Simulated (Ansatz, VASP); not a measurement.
# Ru2Rh in VASP and in Ansatz

Contents of INCAR:

```
SYSTEM = Ru2Rh
ALGO = Normal ; EDIFF = 1E-6
ENCUT = 620 ; GGA = PE
GGA_COMPAT = .False. ; ISIF = 2
ISMEAR = 0 ; LASPH = .True.
LCHARG = .True. ; LELF = .True.
LREAL = .False. ; LVHAR = .True.
LWAVE = .False. ; NBANDS = 32
NELM = 120 ; PREC = Accurate
SIGMA = 0.1
```

File KPOINTS:

```
k-points
0
Gamma
  6 6 4
  0 0 0
```

The input POSCAR:

```
Ru2Rh
1.0
    2.6359851800      0.0000000000      0.0000000000
    0.0000000000      2.6359851800      0.0000000000
    0.0000000000      0.0000000000      5.4386991000
Ru Rh
2 1
Direct
    0.5000000000      0.5000000000      0.2949999900
    0.5000000000      0.5000000000      0.7050000100
    0.0000000000      0.0000000000      0.0000000000
```

Input for Ansatz:

```yaml
crystal:
  lattice:
    - [2.63598518, 0.0, 0.0]
    - [0.0, 2.63598518, 0.0]
    - [0.0, 0.0, 5.4386991]
  atoms:
    - { symbol: Ru, position: [0.5, 0.5, 0.29499999] }
    - { symbol: Ru, position: [0.5, 0.5, 0.70500001] }
    - { symbol: Rh, position: [0.0, 0.0, 0.0] }
basis:
  ecutwfc: 420
kpoints:
  mp_grid: { grid: [6, 6, 4] }
hamiltonian:
  xc: pbe
scf:
  occupations: { method: gaussian, width: 0.1 }
  lower_state_search: "off"
output:
  forces: true
  stress: true
  eigenvalues: true
```

Change from the starting cell: species swapped into the Ga2Cu type (P4/mmm, No. 123).

Alike in both runs: task single point; functional PBE; k mesh 6 × 6 × 4; occupations gaussian, width 0.1 eV; no spin polarisation.

```csv
,VASP,Ansatz
version,VASP 6.6.1,Ansatz 0.2.0
potentials or method,"VASP PAW PBE potentials, release 64 (Ru_sv, Rh_sv_GW), cutoff 620 eV","scalar-relativistic, plane waves, PAW"
valence electrons in the cell,49,49
```

```tsv
	VASP	Ansatz	Ansatz less VASP
gap on the k mesh at the Fermi level (eV)	none	none	-
rms of the force components (eV/Å)	1.501	1.499	-0.0017
```

Atom by atom the forces differ by 0.002 eV/Å (rms over components). A gap of «none» marks a metal or a gap that the smearing closes. With one functional, cell and mesh, what is left measures potentials, basis and numerics.

The k mesh is coarse, so the values compare programs but aren't converged.
